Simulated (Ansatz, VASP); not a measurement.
## One calculation of CuAs, two programs

INCAR

```
  PREC = Accurate
  ENCUT = 520
  EDIFF = 1E-6
  ISMEAR = 0
  SIGMA = 0.15
  LREAL = False
  LASPH = True
  NELM = 60
  ALGO = Normal
  ISIF = 2
  LWAVE = False
  LCHARG = False
  NBANDS = 24
```

Contents of KPOINTS:

```
regular mesh
0
Gamma
  15 15 10
```

The input POSCAR:

```
CuAs
1.0
    3.7511272875      0.0000000000      0.0000000000
   -1.8755636437      3.2485715238      0.0000000000
    0.0000000000      0.0000000000      4.5377386797
Cu As
2 2
Direct
    0.0000000000      0.0000000000      0.5000000000
    0.0000000000      0.0000000000      0.0000000000
    0.6666666667      0.3333333333      0.7500000000
    0.3333333333      0.6666666667      0.2500000000
```

Input for Ansatz:

```yaml
crystal:
  lattice:
    - [3.7511272875, 0.0, 0.0]
    - [-1.8755636437, 3.2485715238, 0.0]
    - [0.0, 0.0, 4.5377386797]
  atoms:
    - { symbol: Cu, position: [0.0, 0.0, 0.5] }
    - { symbol: Cu, position: [0.0, 0.0, 0.0] }
    - { symbol: As, position: [0.6666666667, 0.3333333333, 0.75] }
    - { symbol: As, position: [0.3333333333, 0.6666666667, 0.25] }
basis:
  ecutwfc: 520.0
kpoints:
  mp_grid: { grid: [15, 15, 10] }
hamiltonian:
  xc: lda
scf:
  occupations: { method: gaussian, width: 0.15 }
output:
  forces: true
  stress: true
  eigenvalues: true
```

Alike in both runs: task single point; functional LDA; k mesh 15 × 15 × 10; occupations gaussian, width 0.15 eV; no spin polarisation.

|  | VASP | Ansatz |
| --- | --- | --- |
| version | VASP 6.6.1 | Ansatz 0.2.0 |
| potentials or method | VASP PAW LDA potentials, release 64 (Cu, As), cutoff 520 eV | scalar-relativistic, plane waves, PAW |
| valence electrons in the cell | 32 | 68 |

|  | VASP | Ansatz | Ansatz less VASP |
| --- | --- | --- | --- |
| gap on the k mesh at the Fermi level (eV) | none | none | - |
| pressure (GPa) | 14.3 | 13.7 | -0.62 |
| traceless stress, the component that is largest in VASP (GPa) | 7.55 | 7.57 | +0.016 |

LDA's correlation is that of Perdew and Zunger in VASP and of Perdew and Wang (1992) in Ansatz. A gap of «none» marks a metal or a gap that the smearing closes. VASP's potentials hold 32 valence electrons a cell and Ansatz's 68, so a difference there can come from the potentials and not from the codes.
